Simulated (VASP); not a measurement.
Re: single point with PBEsol

The system is Re.

```
Re
1.0
    -1.54186    1.54186    1.54186
     1.54186   -1.54186    1.54186
     1.54186    1.54186   -1.54186
Re
1
Cartesian
  0.0000 0.0000 0.0000
```

```
Program             : VASP 6.6.1
Task                : single point
Functional          : PBEsol
Potentials or basis : VASP PAW PBE potentials, release 64 (Re)
Cutoff              : 520 eV
k mesh              : 10 × 10 × 10
Occupations         : gaussian, width 0.1 eV
Spin                : no spin polarisation
```

```yaml
Pressure: 0.4 GPa
```

Levels at points of the mesh, in eV from the Fermi level:
```tsv
k point	band 1	band 2	band 3	band 4	band 5	band 6
(0.00, 0.00, 0.00)	-10.79	-2.68	-2.68	-2.68	0.81	0.81
(0.50, 0.00, 0.00)	-7.53	-4.97	0.04	0.70	1.60	4.63
(0.50, 0.50, 0.50)	-7.16	-7.16	3.67	3.67	3.67	8.07
```

Wall time 7.5 s on 1 thread of AMD EPYC 7R13 Processor (Zen 3), with other jobs on the host, peak memory 0.1 GiB.

Caveat: the PAW data sets were made with another functional, which shifts forces and pressure a little; spin-orbit coupling is left out, which moves the levels of the heavy elements.
